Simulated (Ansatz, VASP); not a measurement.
**One calculation of Zn3Se2S, two programs**

```
CELL_PARAMETERS angstrom
-1.99283 1.99283 8.45190
1.99283 -1.99283 8.45190
1.99283 1.99283 -8.45190
ATOMIC_POSITIONS crystal
Zn 0.82750 0.82750 0.00000
Zn 0.50000 0.50000 0.00000
Zn 0.17250 0.17250 0.00000
Se 0.58621 0.08621 0.50000
Se 0.91379 0.41379 0.50000
S 0.25000 0.75000 0.50000
```

Alike in both runs: functional PBE; k mesh 10 × 10 × 10; occupations gaussian, width 0.02 eV; no spin polarisation.

Ansatz relaxed the structure, and its values are those at the end. VASP's run is a single point on that final structure, the one shown.

|  | VASP | Ansatz |
| --- | --- | --- |
| version | VASP 6.6.1 | Ansatz 0.2.0 |
| potentials or method | VASP PAW PBE potentials, release 64 (Zn, Se, S), cutoff 520 eV | scalar-relativistic, plane waves, PAW |
| valence electrons in the cell | 54 | 74 |

```csv
,VASP,Ansatz,Ansatz less VASP
gap on the k mesh at the Fermi level (eV),1.36,1.36,-0.001
least direct gap on the mesh (eV),1.36,1.36,-0.001
pressure (GPa),0.2,0.0,-0.19
```

VASP's potentials hold 54 valence electrons a cell and Ansatz's 74, so a difference there can come from the potentials and not from the codes.
